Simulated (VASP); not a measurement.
# As: single point with r2SCAN

Crystal: As.

```
As
1.0
     1.77414   -5.54443    0.00000
     1.77414    5.54443    0.00000
     0.00000    0.00000    4.60523
As
4
Direct
  0.10425 0.89575 0.92647
  0.60425 0.39575 0.57353
  0.89575 0.10425 0.07353
  0.39575 0.60425 0.42647
```

This cell differs from its parent crystal: volume scaled by 0.92.

```yaml
Program: VASP 6.6.1
Task: single point
Functional: r2SCAN
Potentials_or_basis: VASP PAW PBE potentials, release 64 (As)
Cutoff: 520 eV
k_mesh: 10 × 10 × 8
Occupations: fermi-dirac, width 0.1 eV
Spin: no spin polarisation
```

```json
{
  "Pressure": "6.5 GPa",
  "Largest force": "0.799 eV/Å",
  "Band gap on the k mesh": "0.05 eV, direct"
}
```

Forces on the atoms (eV/Å):
```
As   0.000 -0.615  0.510
As   0.000 -0.615 -0.510
As   0.000  0.615 -0.510
As   0.000  0.615  0.510
```

Stress tensor (GPa, compression positive):
```
7.21 0.00 0.00
0.00 6.13 0.00
0.00 0.00 6.30
```

Levels at points of the mesh, in eV from the valence-band top:
```tsv
k point	band 6	band 7	band 8	band 9	band 10	band 11	band 12	band 13	band 14	band 15
(0.00, 0.00, 0.00)	-4.69	-3.66	-2.63	-2.17	-1.31	1.37	1.81	2.33	3.24	5.31
(0.50, 0.00, 0.00)	-4.84	-3.21	-3.21	-2.71	-2.71	0.99	0.99	1.40	1.40	3.50
(0.50, 0.50, 0.00)	-5.25	-3.89	-1.78	-1.71	0.00	0.05	1.64	2.35	2.98	5.35
(0.00, 0.00, 0.50)	-4.64	-2.68	-2.68	-1.14	-1.14	1.27	1.27	2.70	2.70	5.13
(0.50, 0.00, 0.50)	-5.71	-5.24	-5.24	-2.05	-2.05	2.12	2.12	4.30	4.30	6.28
(0.50, 0.50, 0.50)	-2.75	-2.51	-2.51	-1.58	-1.58	1.58	1.58	2.26	2.26	3.11
```

Run time: 7.4 min on 1 thread of Intel(R) Xeon(R) 6975P-C (Granite Rapids), with other jobs on the host, peak memory 0.42 GiB.

Caveat: the PAW data sets were made with another functional, which shifts forces and pressure a little. A k mesh can miss the band edges.
